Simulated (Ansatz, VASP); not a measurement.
# Two plane-wave programs on Ge

```
CELL_PARAMETERS angstrom
3.99697 0.00000 0.00000
-1.99848 3.46148 0.00000
0.00000 0.00000 6.59636
ATOMIC_POSITIONS crystal
Ge 0.66667 0.33333 0.06291
Ge 0.33333 0.66667 0.56291
Ge 0.66667 0.33333 0.43709
Ge 0.33333 0.66667 0.93709
```

Alike in both runs: functional PBEsol; k mesh 12 × 12 × 6; occupations gaussian, width 0.1 eV; no spin polarisation.

Ansatz relaxed the structure, and its values are those at the end. VASP's run is a single point on that final structure, the one shown.

|  | VASP | Ansatz |
| --- | --- | --- |
| version | VASP 6.6.1 | Ansatz 0.2.0 |
| potentials or method | VASP PAW PBE potentials, release 64 (Ge_d), cutoff 520 eV | scalar-relativistic, plane waves, PAW |
| valence electrons in the cell | 56 | 56 |

```csv
,VASP,Ansatz,Ansatz less VASP
gap on the k mesh at the Fermi level (eV),none,none,-
pressure (GPa),-0.1,0.0,+0.12
```

VASP's potentials were made for PBE, not for PBEsol. A gap of «none» marks a metal or a gap that the smearing closes. With one functional, cell and mesh, what is left measures potentials, basis and numerics.
